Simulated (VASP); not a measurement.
# Mo (Im-3m) in VASP: notebook

Runs on Mo. Level: PBE. Tasks: single point, relaxation of cell and atoms.

Program: VASP 6.6.1. These are calculated values, not measurements. Logs are shortened: lines on timing, memory, paths and dates and some standing lists are left out, and cuts for length are marked.

### Step 1. The cell of the first run

The structure is cubic, space group Im-3m (No. 229). Conventional cell: a = 3.160 Å, b = 3.160 Å, c = 3.160 Å, α = 90.00°, β = 90.00°, γ = 90.00°. Within 3.6 Å of Mo (site symmetry m-3m) lie 14 Mo at 2.74 to 3.16 Å.

### Step 2. Single point, PBE

Input file INCAR:

```
SYSTEM = Mo
  PREC = Accurate
  ENCUT = 520
  EDIFF = 1E-6
  ISMEAR = 0
  SIGMA = 0.1
  LREAL = .FALSE.
  LASPH = .TRUE.
  NELM = 80
  ALGO = Normal
  ISIF = 2
  LWAVE = .FALSE.
  LCHARG = .FALSE.
  GGA = PE
  NBANDS = 13
```

Input file KPOINTS:

```
Automatic mesh
0
G
  16 16 16
  0 0 0
```

Input file POSCAR:

```
Mo
1.0
   -1.5800494452      1.5800494452      1.5800494452
    1.5800494452     -1.5800494452      1.5800494452
    1.5800494452      1.5800494452     -1.5800494452
Mo
1
Direct
    0.0000000000      0.0000000000      0.0000000000
```

Potentials or basis: VASP PAW PBE potentials, release 64 (Mo_sv).

Command:

```console
$ cat potpaw_PBE.64/Mo_sv/POTCAR > POTCAR
$ mpirun -np 1 vasp_std > vasp.out
```

OUTCAR:

```text
SYSTEM = Mo
   PREC = Accurate
   ENCUT = 520
   EDIFF = 1E-6
   ISMEAR = 0
   LREAL = .FALSE.
   LASPH = .TRUE.
   NELM = 80
   ISIF = 2
   GGA = PE

 ion  position               nearest neighbor table
   1  0.000  0.000  0.000-

  LATTYP: Found a body centered cubic cell.
 ALAT       =     3.1600988904

  Lattice vectors:

 A1 = (  -1.5800494452,   1.5800494452,   1.5800494452)
 A2 = (   1.5800494452,  -1.5800494452,   1.5800494452)
 A3 = (   1.5800494452,   1.5800494452,  -1.5800494452)

Analysis of symmetry for initial positions (statically):
=====================================================================
 Subroutine PRICEL returns:
 Original cell was already a primitive cell.

 Routine SETGRP: Setting up the symmetry group for a
 body centered cubic supercell.

 Subroutine GETGRP returns: Found 48 space group operations
 (whereof 48 operations were pure point group operations)
 out of a pool of 48 trial point group operations.

The static configuration has the point symmetry O_h .

Analysis of symmetry for dynamics (positions and initial velocities):
=====================================================================
 Subroutine PRICEL returns:
 Original cell was already a primitive cell.

 Routine SETGRP: Setting up the symmetry group for a
 body centered cubic supercell.

 Subroutine GETGRP returns: Found 48 space group operations
 (whereof 48 operations were pure point group operations)
 out of a pool of 48 trial point group operations.

The dynamic configuration has the point symmetry O_h .

 Subroutine INISYM returns: Found 48 space group operations
 (whereof 48 operations are pure point group operations),
 and found     1 'primitive' translations

----------------------------------------------------------------------------------------

                                     Primitive cell

  volume of cell :      15.7787

  direct lattice vectors                    reciprocal lattice vectors
    -1.580049445  1.580049445  1.580049445     0.000000000  0.316445793  0.316445793
     1.580049445 -1.580049445  1.580049445     0.316445793  0.000000000  0.316445793
     1.580049445  1.580049445 -1.580049445     0.316445793  0.316445793  0.000000000

  length of vectors
     2.736725918  2.736725918  2.736725918     0.447521933  0.447521933  0.447521933

  position of ions in fractional coordinates (direct lattice)
     0.000000000  0.000000000  0.000000000

  ion indices of the primitive-cell ions
   primitive index   ion index
                 1           1

----------------------------------------------------------------------------------------

 KPOINTS: Automatic mesh

Automatic generation of k-mesh.
 Grid dimensions read from file:
 generate k-points for:   16   16   16

 Generating k-lattice:

  Cartesian coordinates                     Fractional coordinates (reciprocal lattice)
     0.000000000  0.019777862  0.019777862     0.062500000  0.000000000  0.000000000
     0.019777862  0.000000000  0.019777862     0.000000000  0.062500000  0.000000000
     0.019777862  0.019777862  0.000000000     0.000000000  0.000000000  0.062500000

  Length of vectors
     0.027970121  0.027970121  0.027970121

  Shift w.r.t. Gamma in fractional coordinates (k-lattice)
     0.000000000  0.000000000  0.000000000

 Subroutine IBZKPT returns following result:
 ===========================================

 Found    145 irreducible k-points:

 Following reciprocal coordinates:
            Coordinates               Weight
  0.000000  0.000000  0.000000      1.000000
  0.062500  0.000000  0.000000     12.000000
  0.125000  0.000000  0.000000     12.000000
  0.187500  0.000000  0.000000     12.000000
  0.250000  0.000000  0.000000     12.000000
  0.312500  0.000000  0.000000     12.000000
[... 16 lines left out ...]
  0.187500  0.187500  0.000000     24.000000
  0.250000  0.187500 -0.000000     48.000000
 [... further k-points ...]
   k-points           NKPTS =    145   k-points in BZ     NKDIM =    145   number of bands    NBANDS=     13
   number of dos      NEDOS =    301   number of ions     NIONS =      1
   total plane-waves  NPLWV =   8000
   dimension x,y,z NGX =    20 NGY =   20 NGZ =   20
   dimension x,y,z NGXF=    40 NGYF=   40 NGZF=   40
   ions per type =               1
   NGX,Y,Z   is equivalent  to a cutoff of  12.15, 12.15, 12.15 a.u.
   NGXF,Y,Z  is equivalent  to a cutoff of  24.30, 24.30, 24.30 a.u.
 SYSTEM =  Mo
   PREC   = accura    normal or accurate (medium, high low for compatibility)
   ISTART =      0    job   : 0-new  1-cont  2-samecut
   ICHARG =      2    charge: 1-file 2-atom 10-const
   ISPIN  =      1    spin polarized calculation?
   LNONCOLLINEAR =      F non collinear calculations
   LSORBIT =      F    spin-orbit coupling
   LASPH  =      T    aspherical Exc in radial PAW
   ENCUT  =  520.0 eV  38.22 Ry    6.18 a.u.   5.09  5.09  5.09*2*pi/ulx,y,z
   NELM   =     80;   NELMIN=  2; NELMDL= -5     # of ELM steps
   EDIFF  = 0.1E-05   stopping-criterion for ELM
   LREAL  =      F    real-space projection
   EDIFFG = 0.1E-04   stopping-criterion for IOM
   NSW    =      0    number of steps for IOM
   IBRION =     -1    ionic relax: 0-MD 1-quasi-New 2-CG
   NFREE  =      0    steps in history (QN), initial steepest desc. (CG)
   ISIF   =      2    stress and relaxation
   ISYM   =      2    0-nonsym 1-usesym 2-fastsym
   POTIM  = 0.5000    time-step for ionic-motion
   TEBEG  =    0.0;   TEEND  =   0.0 temperature during run
   PSTRESS=    0.0 pullay stress
   NELECT =      14.0000    total number of electrons
   NUPDOWN=      -1.0000    fix difference up-down
   EMIN   =  10.00;   EMAX   =-10.00  energy-range for DOS
   EFERMI =   0.00;   METHOD = LEGACY
   ISMEAR =     0;   SIGMA  =   0.10  broadening in eV -4-tet -1-fermi 0-gaus
   EFERMI_NEDOS =   21; number of points for ismear=-14 and -15
   IALGO  =     38    algorithm
   IMIX   =      4    mixing-type and parameters
     AMIX     =   0.40;   BMIX     =  1.00
     AMIX_MAG =   1.60;   BMIX_MAG =  1.00
  volume/ion in A,a.u.               =      15.78       106.48
  Fermi-wavevector in a.u.,A,eV,Ry     =   1.573114  2.972754 33.670165  2.474687
  Thomas-Fermi vector in A             =   2.674447
   LORBIT       =      0    0 simple, 1 ext, 2 COOP (PROOUT), +10 PAW based schemes
   GGA     = PE    functional components
   LHFCALC =     F    Hartree Fock is set to
   AEXX    =    0.0000 exact exchange contribution
   IVDW    =     0    specifies the selected vdW correction
   LEPSILON=     F    determine dielectric tensor
   LRPA    =     F    only Hartree local field effects (RPA)
 non-spin polarized calculation
 Gauss-broadening in eV      SIGMA  =   0.10
  energy-cutoff  :      520.00
  volume of cell :       15.78
 maximum number of plane-waves:       438
   NGX = 11   NGY = 11   NGZ = 11

 number of electron      14.0000004 magnetization

 Free energy of the ion-electron system (eV)
  ---------------------------------------------------
  ext. energy  EPLUGINS =         0.00000000
  ---------------------------------------------------
  free energy    TOTEN  =       -10.94124551 eV

  energy without entropy =      -10.93917812  energy(sigma->0) =      -10.94021182

 E-fermi :  12.4412     XC(G=0): -13.3366

 val. band max:       12.4327398451   @ k =  -0.1875   0.1875   0.0625
 cond. band min:      12.4924014418   @ k =   0.1875   0.0000   0.0000
 fundamental gap:      0.0596615967
 Fermi energy:        12.4412338659

 k-point     1 :       0.0000    0.0000    0.0000
  band No.  band energies     occupation
      1     -48.8292      2.00000
      2     -22.1171      2.00000
      3     -22.1171      2.00000
      4     -22.1171      2.00000
      5       5.2386      2.00000
      6      11.1016      2.00000
      7      11.1016      2.00000
      8      11.1016      2.00000
      9      14.0922      0.00000
     10      14.0922      0.00000
     11      27.2607      0.00000
     12      27.2607      0.00000
     13      27.2607      0.00000

 k-point     2 :       0.0625    0.0000    0.0000
  band No.  band energies     occupation
      1     -48.8196      2.00000
      2     -22.1725      2.00000
      3     -22.1342      2.00000
      4     -22.1175      2.00000
      5       5.4100      2.00000
      6      11.0053      2.00000
      7      11.0858      2.00000
      8      11.2619      2.00000
      9      13.9508      0.00000
     10      14.0948      0.00000
     11      27.3882      0.00000
     12      27.5493      0.00000
     13      27.5942      0.00000

 k-point     3 :       0.1250    0.0000    0.0000
  band No.  band energies     occupation
      1     -48.7925      2.00000
      2     -22.3284      2.00000
      3     -22.1826      2.00000
      4     -22.1186      2.00000
      5       5.8923      2.00000
      6      10.7428      2.00000
      7      11.0123      2.00000
      8      11.7341      2.00000
      9      13.6650      0.00000
     10      14.1105      0.00000
     11      27.6668      0.00000
     12      28.3723      0.00000
     13      28.3844      0.00000

 k-point     4 :       0.1875    0.0000    0.0000
  band No.  band energies     occupation
      1     -48.7516      2.00000
      2     -22.5570      2.00000
      3     -22.2544      2.00000
      4     -22.1204      2.00000
      5       6.5729      2.00000
      6      10.3780      2.00000
      7      10.8771      2.00000
      8      12.4924      0.46930
      9      13.4995      0.00000
     10      14.1573      0.00000
     11      27.7434      0.00000
     12      28.9403      0.00000
     13      29.6887      0.00000

 k-point     5 :       0.2500    0.0000    0.0000
  band No.  band energies     occupation
      1     -48.7030      2.00000
      2     -22.8200      2.00000
      3     -22.3380      2.00000
      4     -22.1224      2.00000
      5       7.2023      2.00000
      6       9.9837      2.00000
      7      10.8966      2.00000
      8      13.4888      0.00000
      9      13.5691      0.00000
     10      14.2507      0.00000
     11      27.2155      0.00000
     12      28.5228      0.00000
     13      31.3622      0.00000
[... 257 lines left out ...]
 k-point    22 :       0.4375    0.1250   -0.0000
  band No.  band energies     occupation
      1     -48.5650      2.00000
      2     -23.4113      2.00000
      3     -22.6204      2.00000
      4     -22.1998      2.00000
      5       7.6206      2.00000
      6       9.2285      2.00000
      7      12.4953      0.44473
      8      13.9757      0.00000
      9      15.2662      0.00000
     10      18.3524      0.00000
     11      23.5319      0.00000
     12      25.0935      0.00000
     13      28.8577      0.00000

 k-point    23 :       0.1875    0.1875    0.0000
  band No.  band energies     occupation
      1     -48.6428      2.00000
      2     -23.0472      2.00000
      3     -22.4449      2.00000
      4     -22.2166      2.00000
      5       8.1418      2.00000
      6       9.7982      2.00000
      7      10.2648      2.00000
      8      13.3073      0.00000
      9      14.7053      0.00000
     10      15.5787      0.00000
     11      26.7621      0.00000
     12      27.9438      0.00000
     13      31.2346      0.00000

 k-point    24 :       0.2500    0.1875   -0.0000
  band No.  band energies     occupation
      1     -48.6041      2.00000
      2     -23.1837      2.00000
      3     -22.5586      2.00000
      4     -22.2347      2.00000
      5       8.3038      2.00000
      6       9.5656      2.00000
      7      10.6471      2.00000
      8      13.5285      0.00000
      9      14.8361      0.00000
     10      17.0143      0.00000
     11      25.5823      0.00000
     12      27.0449      0.00000
     13      29.9356      0.00000

 [... further k-points ...]

------------------------ aborting loop because EDIFF is reached ----------------------------------------

  FORCE on cell =-STRESS in cart. coord.  units (eV):
  Direction    XX          YY          ZZ          XY          YZ          ZX
  --------------------------------------------------------------------------------------
  -------------------------------------------------------------------------------------
  Total        0.0498332      0.0498332      0.0498332     -0.0000000     -0.0000000      0.0000000
  in kB        5.0600829      5.0600829      5.0600829     -0.0000000     -0.0000000      0.0000000
  external PRESSURE =       5.0600829 kB  Pullay stress =       0.0000000 kB

 VOLUME and BASIS-vectors are now :
 -----------------------------------------------------------------------------
  energy-cutoff  :      520.00
  volume of cell :       15.78
      direct lattice vectors                 reciprocal lattice vectors
    -1.580049445  1.580049445  1.580049445     0.000000000  0.316445793  0.316445793
     1.580049445 -1.580049445  1.580049445     0.316445793  0.000000000  0.316445793
     1.580049445  1.580049445 -1.580049445     0.316445793  0.316445793  0.000000000

 POSITION                                       TOTAL-FORCE (eV/Angst)
 -----------------------------------------------------------------------------------
      0.00000      0.00000      0.00000        -0.000000     -0.000000      0.000000
 -----------------------------------------------------------------------------------
    total drift:                                0.000000     -0.000000      0.000000

  FREE ENERGIE OF THE ION-ELECTRON SYSTEM (eV)
  ---------------------------------------------------
  free  energy   TOTEN  =       -10.9412455143 eV

  energy  without entropy=      -10.9391781239  energy(sigma->0) =      -10.94021182
```

It took 8.8 s on 1 thread of Intel Xeon 6975P-C (Granite Rapids), shared host; peak memory 0.14 GiB.

What came out:

| Item | Value |
| --- | --- |
| Free energy | -10.9412 eV |
| Pressure | 0.5 GPa |
| Band gap on the k mesh | zero (band 7 reaches 16.38 eV, above the bottom of band 8 at 11.10 eV) |

### Step 3. Single point, PBE

Input file INCAR:

```
SYSTEM = Mo
ALGO     = Fast           ! electronic algorithm
EDIFF    = 1E-7           ! SCF threshold, eV
ENCUT    = 520            ! plane-wave cutoff, eV
GGA      = PE             ! functional
ISIF     = 2              ! what is computed and relaxed
ISMEAR   = -1             ! smearing method
LASPH    = .True.         ! aspherical terms in the spheres
LCHARG   = .False.        ! write CHGCAR
LREAL    = .False.        ! projectors in reciprocal space
LWAVE    = .False.        ! write WAVECAR
NBANDS   = 13             ! bands
NELM     = 60             ! most SCF steps
PREC     = Accurate       ! precision mode
SIGMA    = 0.15           ! smearing width, eV
```

Input file KPOINTS:

```
k-points
0
Gamma
  16 16 16
  0 0 0
```

Input file POSCAR:

```
Mo
1.0
   -1.5805177614      1.5805177614      1.5805177614
    1.5805177614     -1.5805177614      1.5805177614
    1.5805177614      1.5805177614     -1.5805177614
Mo
1
Direct
    0.0000000000      0.0000000000      0.0000000000
```

Potentials or basis: VASP PAW PBE potentials, release 64 (Mo_sv).

Command:

```console
$ cat potpaw_PBE.64/Mo_sv/POTCAR > POTCAR
$ mpirun -np 1 vasp_std > vasp.out
```

Run time: 11 s. Hardware: 1 thread of Intel Xeon 6975P-C (Granite Rapids), shared host; peak memory 0.14 GiB.

The run converged. Its results:

- Free energy: -10.9616 eV
- Pressure: 0.5 GPa
- Band gap on the k mesh: zero (band 7 reaches 16.36 eV, above the bottom of band 8 at 11.09 eV)

Levels at points of the mesh, in eV from the Fermi level:
```
           k point  band 3  band 4  band 5  band 6  band 7  band 8  band 9  band 10  band 11  band 12
(0.00, 0.00, 0.00)  -34.54  -34.54   -7.18   -1.32   -1.32   -1.32    1.67     1.67    14.83    14.83
(0.50, 0.00, 0.00)  -34.98  -34.55   -5.24   -3.33    1.61    1.69    2.31     4.70    11.51    11.96
(0.50, 0.50, 0.50)  -35.48  -35.48   -5.34   -5.34    3.95    3.95    3.95     9.00     9.00     9.00
```

### Step 4. Relaxation of cell and atoms, PBE

Input file INCAR:

```
PREC = Accurate
ENCUT = 600
EDIFF = 1E-6
ISMEAR = -1
SIGMA = 0.15
LREAL = F
LASPH = T
NELM = 100
ALGO = Normal
ISIF = 3
LWAVE = F
LCHARG = F
GGA = PE
IBRION = 2
NSW = 80
EDIFFG = -0.001
```

Input file KPOINTS:

```
Automatic mesh
0
Gamma
  16 16 16
```

Input file POSCAR:

```
Mo
1.0
   -1.5800494452      1.5800494452      1.5800494452
    1.5800494452     -1.5800494452      1.5800494452
    1.5800494452      1.5800494452     -1.5800494452
Mo
1
Direct
    0.0000000000      0.0000000000      0.0000000000
```

Command:

```console
$ cat potpaw_PBE.64/Mo_sv/POTCAR > POTCAR
$ mpirun -np 1 vasp_std > vasp.out
```

It took 39 s on 1 thread of Intel Xeon 6975P-C (Granite Rapids), shared host; peak memory 0.17 GiB.

Results (log left out):

* Free energy: -10.9617 eV
* Relaxed volume: 15.82 Å³/atom
* Relaxed cell: a = 2.739 Å, b = 2.739 Å, c = 2.739 Å, α = 109.47°, β = 109.47°, γ = 109.47°
* Space group after relaxing (to 0.05 Å): Im-3m (No. 229)
* Energy gained by relaxing: 0.1 meV/atom
* Ionic steps: 12
* Pressure after relaxing: 0.0 GPa
* Band gap on the k mesh: zero (band 7 reaches 16.32 eV, above the bottom of band 8 at 11.07 eV)

Final structure:
```
Mo
1.0
    -1.58136    1.58136    1.58136
     1.58136   -1.58136    1.58136
     1.58136    1.58136   -1.58136
Mo
1
Cartesian
  0.0000 0.0000 0.0000
```

Levels at points of the mesh, in eV from the Fermi level:
```csv
k point,band 3,band 4,band 5,band 6,band 7,band 8,band 9,band 10,band 11
"(0.00, 0.00, 0.00)",-34.55,-34.55,-7.18,-1.32,-1.32,-1.32,1.66,1.66,14.83
"(0.50, 0.00, 0.00)",-34.98,-34.56,-5.23,-3.32,1.60,1.69,2.31,4.68,11.49
"(0.50, 0.50, 0.50)",-35.48,-35.48,-5.33,-5.33,3.94,3.94,3.94,8.99,8.99
```

### Step 5. The runs side by side

| task | cell | cutoff (eV) | smearing | gap on the mesh (eV) | pressure (GPa) |
| --- | --- | --- | --- | --- | --- |
| single point | a = 2.737 Å, angles 109.5°, 1 atom | 520 | gaussian 0.1 eV | none | 0.5 |
| single point | a = 2.738 Å, angles 109.5°, 1 atom | 520 | fermi-dirac 0.15 eV | none | 0.5 |
| relaxation of cell and atoms | relaxed from a = 2.737 Å, angles 109.5°, 1 atom | 600 | fermi-dirac 0.15 eV | none | 0.0 |

Alike in all rows: level PBE; potentials or basis VASP PAW PBE potentials, release 64 (Mo_sv); no spin polarisation; k mesh 16 × 16 × 16.

Absolute energies hang on the potentials; compare differences alone.
